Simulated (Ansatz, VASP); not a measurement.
**One calculation of TaN, two programs**

Contents of INCAR:

```
SYSTEM = TaN
PREC     = Accurate       ! precision mode
ENCUT    = 520            ! plane-wave cutoff, eV
EDIFF    = 1E-6           ! SCF threshold, eV
ISMEAR   = 0              ! smearing method
SIGMA    = 0.1            ! smearing width, eV
LREAL    = .False.        ! projectors in reciprocal space
LASPH    = .True.         ! aspherical terms in the spheres
NELM     = 100            ! most SCF steps
ALGO     = Normal         ! electronic algorithm
ISIF     = 2              ! what is computed and relaxed
LWAVE    = .False.        ! write WAVECAR
LCHARG   = .False.        ! write CHGCAR
GGA      = PS             ! functional
NBANDS   = 15             ! bands
```

Contents of KPOINTS:

```
regular mesh
0
Gamma
  18 18 14
  0 0 0
```

The input POSCAR:

```
TaN
1.0
    2.9907653179      0.0000000000      0.0000000000
   -1.4953826589      2.5900787421      0.0000000000
    0.0000000000      0.0000000000      3.0212686800
Ta N
1 1
Direct
    0.3333333333      0.6666666667      0.5000000000
    0.0000000000      0.0000000000      0.0000000000
```

Input for Ansatz:

```yaml
crystal:
  lattice:
    - [2.9907653179, 0.0, 0.0]
    - [-1.4953826589, 2.5900787421, 0.0]
    - [0.0, 0.0, 3.02126868]
  atoms:
    - { symbol: Ta, position: [0.3333333333, 0.6666666667, 0.5] }
    - { symbol: "N", position: [0.0, 0.0, 0.0] }
basis:
  ecutwfc: 420
kpoints:
  mp_grid: { grid: [18, 18, 14] }
hamiltonian:
  xc: pbesol
scf:
  occupations: { method: gaussian, width: 0.1 }
output:
  forces: true
  stress: true
  eigenvalues: true
```

Alike in both runs: task single point; functional PBEsol; k mesh 18 × 18 × 14; occupations gaussian, width 0.1 eV; no spin polarisation.

```csv
,VASP,Ansatz
version,VASP 6.6.1,Ansatz 0.2.0
potentials or method,"VASP PAW PBE potentials, release 64 (Ta_pv, N), cutoff 520 eV","scalar-relativistic, plane waves, PAW"
valence electrons in the cell,16,18
```

|  | VASP | Ansatz | Ansatz less VASP |
| --- | --- | --- | --- |
| gap on the k mesh at the Fermi level (eV) | none | none | - |
| pressure (GPa) | -28.3 | -28.8 | -0.46 |
| traceless stress, the component that is largest in VASP (GPa) | -12.18 | -12.26 | -0.080 |

VASP's potentials were made for PBE, not for PBEsol. A gap of «none» marks a metal or a gap that the smearing closes. Both programs put the cell under strong tension, so it lies far from rest at this level. VASP's potentials hold 16 valence electrons a cell and Ansatz's 18, so a difference there can come from the potentials and not from the codes.

Neither program's run includes spin-orbit coupling.
